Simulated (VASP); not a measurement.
# BaO (Fm-3m) in VASP: further runs

Runs on BaO. Level: PBE. Tasks: single point.

All numbers are computed with VASP 6.6.1; they aren't measurements. Logs are shortened: lines on timing, memory, paths and dates and some standing lists are left out, and cuts for length are marked.

## 1. The cell of the first run

The structure is cubic, space group Fm-3m (No. 225). The conventional cell has a = 5.208 Å, b = 5.208 Å, c = 5.208 Å, α = 90.00°, β = 90.00°, γ = 90.00°. Ba (site symmetry m-3m) has 6 O at 2.60 Å within 3.4 Å. Within 3.4 Å of O (site symmetry m-3m) lie 6 Ba at 2.60 Å.

## 2. Single point, PBE

INCAR reads:

```
SYSTEM = BaO
PREC     = Accurate       ! precision mode
ENCUT    = 1340           ! plane-wave cutoff, eV
EDIFF    = 1E-6           ! SCF threshold, eV
ISMEAR   = 0              ! smearing method
SIGMA    = 0.1            ! smearing width, eV
LREAL    = .False.        ! projectors in reciprocal space
LASPH    = .True.         ! aspherical terms in the spheres
NELM     = 120            ! most SCF steps
ALGO     = Normal         ! electronic algorithm
ISIF     = 2              ! what is computed and relaxed
LWAVE    = .False.        ! write WAVECAR
LCHARG   = .True.         ! write CHGCAR
GGA      = PE             ! functional
LELF     = .True.         ! ELF
LVHAR    = .True.       
NBANDS   = 15             ! bands
GGA_COMPAT= .False.
```

KPOINTS reads:

```
regular mesh
0
Gamma
  6 6 6
  0 0 0
```

POSCAR reads:

```
BaO
1.0
    0.0000000000      2.6040030695      2.6040030695
    2.6040030695      0.0000000000      2.6040030695
    2.6040030695      2.6040030695      0.0000000000
Ba O
1 1
Direct
    0.0000000000      0.0000000000      0.0000000000
    0.5000000000      0.5000000000      0.5000000000
```

Potentials or basis: VASP PAW PBE potentials, release 64 (Ba_sv, O_h).

Started as:

```
> cat potpaw_PBE.64/Ba_sv/POTCAR potpaw_PBE.64/O_h/POTCAR > POTCAR
> mpirun -np 1 vasp_std > vasp.out
```

OUTCAR:

```text
SYSTEM = BaO
   PREC = Accurate
   ENCUT = 1340
   EDIFF = 1E-6
   ISMEAR = 0
   LREAL = .False.
   LASPH = .True.
   NELM = 120
   ISIF = 2
   GGA = PE

 ion  position               nearest neighbor table
   1  0.000  0.000  0.000-   2 2.60   2 2.60   2 2.60   2 2.60   2 2.60   2 2.60
   2  0.500  0.500  0.500-   1 2.60   1 2.60   1 2.60   1 2.60   1 2.60   1 2.60

  LATTYP: Found a face centered cubic cell.
 ALAT       =     5.2080061390

  Lattice vectors:

 A1 = (   0.0000000000,   2.6040030695,   2.6040030695)
 A2 = (   2.6040030695,   0.0000000000,   2.6040030695)
 A3 = (   2.6040030695,   2.6040030695,   0.0000000000)

Analysis of symmetry for initial positions (statically):
=====================================================================
 Subroutine PRICEL returns:
 Original cell was already a primitive cell.

 Routine SETGRP: Setting up the symmetry group for a
 face centered cubic supercell.

 Subroutine GETGRP returns: Found 48 space group operations
 (whereof 48 operations were pure point group operations)
 out of a pool of 48 trial point group operations.

The static configuration has the point symmetry O_h .

Analysis of symmetry for dynamics (positions and initial velocities):
=====================================================================
 Subroutine PRICEL returns:
 Original cell was already a primitive cell.

 Routine SETGRP: Setting up the symmetry group for a
 face centered cubic supercell.

 Subroutine GETGRP returns: Found 48 space group operations
 (whereof 48 operations were pure point group operations)
 out of a pool of 48 trial point group operations.

The dynamic configuration has the point symmetry O_h .

 Subroutine INISYM returns: Found 48 space group operations
 (whereof 48 operations are pure point group operations),
 and found     1 'primitive' translations

----------------------------------------------------------------------------------------

                                     Primitive cell

  volume of cell :      35.3146

  direct lattice vectors                    reciprocal lattice vectors
     0.000000000  2.604003070  2.604003070    -0.192012062  0.192012062  0.192012062
     2.604003070  0.000000000  2.604003070     0.192012062 -0.192012062  0.192012062
     2.604003070  2.604003070  0.000000000     0.192012062  0.192012062 -0.192012062

  length of vectors
     3.682616457  3.682616457  3.682616457     0.332574648  0.332574648  0.332574648

  position of ions in fractional coordinates (direct lattice)
     0.000000000  0.000000000  0.000000000
     0.500000000  0.500000000  0.500000000

  ion indices of the primitive-cell ions
   primitive index   ion index
                 1           1
                 2           2

----------------------------------------------------------------------------------------

 KPOINTS: regular mesh

Automatic generation of k-mesh.
 Grid dimensions read from file:
 generate k-points for:    6    6    6

 Generating k-lattice:

  Cartesian coordinates                     Fractional coordinates (reciprocal lattice)
    -0.032002010  0.032002010  0.032002010     0.166666667  0.000000000  0.000000000
     0.032002010 -0.032002010  0.032002010     0.000000000  0.166666667  0.000000000
     0.032002010  0.032002010 -0.032002010     0.000000000  0.000000000  0.166666667

  Length of vectors
     0.055429108  0.055429108  0.055429108

  Shift w.r.t. Gamma in fractional coordinates (k-lattice)
     0.000000000  0.000000000  0.000000000

 Subroutine IBZKPT returns following result:
 ===========================================

 Found     16 irreducible k-points:

 Following reciprocal coordinates:
            Coordinates               Weight
  0.000000  0.000000  0.000000      1.000000
  0.166667  0.000000  0.000000      8.000000
  0.333333  0.000000  0.000000      8.000000
  0.500000  0.000000  0.000000      4.000000
  0.166667  0.166667  0.000000      6.000000
  0.333333  0.166667  0.000000     24.000000
[... 8 lines left out ...]
 -0.333333  0.333333  0.166667     24.000000
 -0.333333  0.500000  0.166667     12.000000
   k-points           NKPTS =     16   k-points in BZ     NKDIM =     16   number of bands    NBANDS=     15
   number of dos      NEDOS =    301   number of ions     NIONS =      2
   total plane-waves  NPLWV = 110592
   dimension x,y,z NGX =    48 NGY =   48 NGZ =   48
   dimension x,y,z NGXF=    96 NGYF=   96 NGZF=   96
   ions per type =               1   1
   NGX,Y,Z   is equivalent  to a cutoff of  21.67, 21.67, 21.67 a.u.
   NGXF,Y,Z  is equivalent  to a cutoff of  43.34, 43.34, 43.34 a.u.
 SYSTEM =  BaO
   PREC   = accura    normal or accurate (medium, high low for compatibility)
   ISTART =      0    job   : 0-new  1-cont  2-samecut
   ICHARG =      2    charge: 1-file 2-atom 10-const
   ISPIN  =      1    spin polarized calculation?
   LNONCOLLINEAR =      F non collinear calculations
   LSORBIT =      F    spin-orbit coupling
   LASPH  =      T    aspherical Exc in radial PAW
   ENCUT  = 1340.0 eV  98.49 Ry    9.92 a.u.  10.99 10.99 10.99*2*pi/ulx,y,z
   NELM   =    120;   NELMIN=  2; NELMDL= -5     # of ELM steps
   EDIFF  = 0.1E-05   stopping-criterion for ELM
   LREAL  =      F    real-space projection
[... 7 lines left out ...]
   TEBEG  =    0.0;   TEEND  =   0.0 temperature during run
   PSTRESS=    0.0 pullay stress
   NELECT =      16.0000    total number of electrons
   NUPDOWN=      -1.0000    fix difference up-down
   EMIN   =  10.00;   EMAX   =-10.00  energy-range for DOS
   EFERMI =   0.00;   METHOD = LEGACY
   ISMEAR =     0;   SIGMA  =   0.10  broadening in eV -4-tet -1-fermi 0-gaus
   EFERMI_NEDOS =   21; number of points for ismear=-14 and -15
   IALGO  =     38    algorithm
   IMIX   =      4    mixing-type and parameters
     AMIX     =   0.40;   BMIX     =  1.00
     AMIX_MAG =   1.60;   BMIX_MAG =  1.00
  volume/ion in A,a.u.               =      17.66       119.16
  Fermi-wavevector in a.u.,A,eV,Ry     =   1.257371  2.376086 21.510553  1.580981
  Thomas-Fermi vector in A             =   2.391033
   LORBIT       =      0    0 simple, 1 ext, 2 COOP (PROOUT), +10 PAW based schemes
   GGA     = PE    functional components
   LHFCALC =     F    Hartree Fock is set to
   AEXX    =    0.0000 exact exchange contribution
   IVDW    =     0    specifies the selected vdW correction
   LEPSILON=     F    determine dielectric tensor
   LRPA    =     F    only Hartree local field effects (RPA)
 non-spin polarized calculation
 Gauss-broadening in eV      SIGMA  =   0.10
  energy-cutoff  :     1340.00
  volume of cell :       35.31
 maximum number of plane-waves:      3949
 NGX is ok and might be reduce to    48
   NGX = 21   NGY = 21   NGZ = 21

 number of electron      16.0000000 magnetization

 Free energy of the ion-electron system (eV)
  ---------------------------------------------------
  ext. energy  EPLUGINS =         0.00000000
  ---------------------------------------------------
  free energy    TOTEN  =       -11.22498018 eV

  energy without entropy =      -11.22498018  energy(sigma->0) =      -11.22498018

 E-fermi :   4.1457     XC(G=0): -10.5066

 val. band max:        3.6316156763   @ k =   0.5000   0.5000   0.0000
 cond. band min:       4.7572353704   @ k =   0.5000   0.5000   0.0000
 fundamental gap:      1.1256196940
 Fermi energy:         4.1456835491

 k-point     1 :       0.0000    0.0000    0.0000
  band No.  band energies     occupation
      1     -22.5968      2.00000
      2     -12.0181      2.00000
      3      -6.6066      2.00000
      4      -6.6066      2.00000
      5      -6.6066      2.00000
      6       2.6885      2.00000
      7       2.6885      2.00000
      8       2.6885      2.00000
      9       7.9852      0.00000
     10       8.0191      0.00000
     11       8.0191      0.00000
     12       8.0191      0.00000
     13      10.7965      0.00000
     14      10.7965      0.00000
     15      13.5443      0.00000

 k-point     2 :       0.1667    0.0000    0.0000
  band No.  band energies     occupation
      1     -22.4673      2.00000
      2     -12.3595      2.00000
      3      -6.6765      2.00000
      4      -6.6479      2.00000
      5      -6.6479      2.00000
      6       2.0793      2.00000
      7       2.2151      2.00000
      8       2.2151      2.00000
      9       7.8012      0.00000
     10       8.6459      0.00000
     11       8.6459      0.00000
     12       9.2685      0.00000
     13      11.7246      0.00000
     14      11.7246      0.00000
     15      15.5019      0.00000

 k-point     3 :       0.3333    0.0000    0.0000
  band No.  band energies     occupation
      1     -22.1876      2.00000
      2     -13.0478      2.00000
      3      -6.7989      2.00000
      4      -6.7252      2.00000
      5      -6.7252      2.00000
      6       1.1499      2.00000
      7       1.4417      2.00000
      8       1.4417      2.00000
      9       8.1411      0.00000
     10      10.1917      0.00000
     11      10.1917      0.00000
     12      11.6772      0.00000
     13      13.7165      0.00000
     14      13.7165      0.00000
     15      18.6713      0.00000

 k-point     4 :       0.5000    0.0000    0.0000
  band No.  band energies     occupation
      1     -22.0352      2.00000
      2     -13.3972      2.00000
      3      -6.8522      2.00000
      4      -6.7613      2.00000
      5      -6.7613      2.00000
      6       0.7592      2.00000
      7       1.1113      2.00000
      8       1.1113      2.00000
      9       8.6119      0.00000
     10      11.2146      0.00000
     11      11.2146      0.00000
     12      12.7404      0.00000
     13      15.4894      0.00000
     14      15.4894      0.00000
     15      17.8538      0.00000
[... 163 lines left out ...]
 k-point    14 :       0.5000    0.3333    0.1667
  band No.  band energies     occupation
      1     -22.0165      2.00000
      2     -12.9370      2.00000
      3      -7.7626      2.00000
      4      -7.6564      2.00000
      5      -6.7965      2.00000
      6       1.5876      2.00000
      7       2.0211      2.00000
      8       2.9566      2.00000
      9       6.8266      0.00000
     10      10.1864      0.00000
     11      11.5275      0.00000
     12      12.0013      0.00000
     13      13.8777      0.00000
     14      16.1335      0.00000
     15      17.7570      0.00000

 k-point    15 :      -0.3333    0.3333    0.1667
  band No.  band energies     occupation
      1     -21.9201      2.00000
      2     -13.0030      2.00000
      3      -8.0486      2.00000
      4      -8.0133      2.00000
      5      -6.6821      2.00000
      6       1.2905      2.00000
      7       2.7115      2.00000
      8       2.7561      2.00000
      9       8.2578      0.00000
     10       8.5347      0.00000
     11      11.8980      0.00000
     12      12.8866      0.00000
     13      14.7098      0.00000
     14      16.9748      0.00000
     15      17.4776      0.00000

 k-point    16 :      -0.3333    0.5000    0.1667
  band No.  band energies     occupation
      1     -21.8847      2.00000
      2     -12.7639      2.00000
      3      -8.7353      2.00000
      4      -8.0194      2.00000
      5      -6.8929      2.00000
      6       1.8161      2.00000
      7       3.1461      2.00000
      8       3.4370      2.00000
      9       6.3776      0.00000
     10      10.0431      0.00000
     11      11.0667      0.00000
     12      14.1875      0.00000
     13      14.4460      0.00000
     14      17.3390      0.00000
     15      17.4873      0.00000

------------------------ aborting loop because EDIFF is reached ----------------------------------------

  FORCE on cell =-STRESS in cart. coord.  units (eV):
  Direction    XX          YY          ZZ          XY          YZ          ZX
  --------------------------------------------------------------------------------------
  -------------------------------------------------------------------------------------
  Total        5.7265116      5.7265116      5.7265116      0.0000000     -0.0000000      0.0000000
  in kB      259.8042528    259.8042528    259.8042528      0.0000000     -0.0000000      0.0000000
  external PRESSURE =     259.8042528 kB  Pullay stress =       0.0000000 kB

 VOLUME and BASIS-vectors are now :
 -----------------------------------------------------------------------------
  energy-cutoff  :     1340.00
  volume of cell :       35.31
      direct lattice vectors                 reciprocal lattice vectors
     0.000000000  2.604003070  2.604003070    -0.192012062  0.192012062  0.192012062
     2.604003070  0.000000000  2.604003070     0.192012062 -0.192012062  0.192012062
     2.604003070  2.604003070  0.000000000     0.192012062  0.192012062 -0.192012062

 POSITION                                       TOTAL-FORCE (eV/Angst)
 -----------------------------------------------------------------------------------
      0.00000      0.00000      0.00000        -0.000000      0.000000      0.000000
      2.60400      2.60400      2.60400         0.000000     -0.000000      0.000000
 -----------------------------------------------------------------------------------
    total drift:                               -0.000000     -0.000000     -0.000000

  FREE ENERGIE OF THE ION-ELECTRON SYSTEM (eV)
  ---------------------------------------------------
  free  energy   TOTEN  =       -11.2249801819 eV

  energy  without entropy=      -11.2249801819  energy(sigma->0) =      -11.22498018
```

It took 44 s on 1 thread of AMD EPYC 7R13 (Zen 3), shared host; peak memory 0.32 GiB.

What came out:

```yaml
Free_energy: -11.2250 eV
Pressure: 26.0 GPa
Band_gap_on_the_k_mesh: 1.13 eV
```

Caveat: the cell stands under pressure; spin-orbit coupling is left out, which moves the levels of the heavy elements. A k mesh can miss the band edges.

## 3. Single point, PBE

This run uses another cell than the first one, of 21.58 Å³/atom.

INCAR reads:

```
SYSTEM = BaO
PREC = Accurate
ENCUT = 1340
EDIFF = 1E-6
ISMEAR = 0
SIGMA = 0.1
LREAL = .FALSE.
LASPH = .TRUE.
NELM = 120
ALGO = Normal
ISIF = 2
LWAVE = .FALSE.
LCHARG = .TRUE.
GGA = PE
LELF = .TRUE.
LVHAR = .TRUE.
NBANDS = 15
GGA_COMPAT = .FALSE.
```

KPOINTS reads:

```
Automatic mesh
0
G
  6 6 6
  0 0 0
```

POSCAR reads:

```
BaO
1.0
    0.0000000000      2.7841441863      2.7841441863
    2.7841441863      0.0000000000      2.7841441863
    2.7841441863      2.7841441863      0.0000000000
Ba O
1 1
Direct
    0.0000000000      0.0000000000      0.0000000000
    0.5000000000      0.5000000000      0.5000000000
```

Potentials or basis: VASP PAW PBE potentials, release 64 (Ba_sv, O_h).

Started as:

```
> cat potpaw_PBE.64/Ba_sv/POTCAR potpaw_PBE.64/O_h/POTCAR > POTCAR
> mpirun -np 1 vasp_std > vasp.out
```

Wall time 51 s (1 thread of AMD EPYC 7R13 (Zen 3), shared host); peak memory 0.31 GiB.

Results (log left out):

| Quantity | Value |
| --- | --- |
| Free energy | -11.8105 eV |
| Pressure | 1.7 GPa |
| Band gap on the k mesh | 2.03 eV |

Levels at points of the mesh, in eV from the valence-band top:
```tsv
k point	band 5	band 6	band 7	band 8	band 9	band 10	band 11	band 12
(0.00, 0.00, 0.00)	-10.46	-0.30	-0.30	-0.30	3.48	4.69	4.69	4.69
(0.50, 0.00, 0.00)	-10.57	-1.93	-1.41	-1.41	4.91	7.11	7.11	8.10
(0.50, 0.50, 0.00)	-11.01	-0.13	-0.13	0.00	2.03	5.91	8.82	9.30
```

Caveat: spin-orbit coupling is left out, which moves the levels of the heavy elements. A k mesh can miss the band edges.
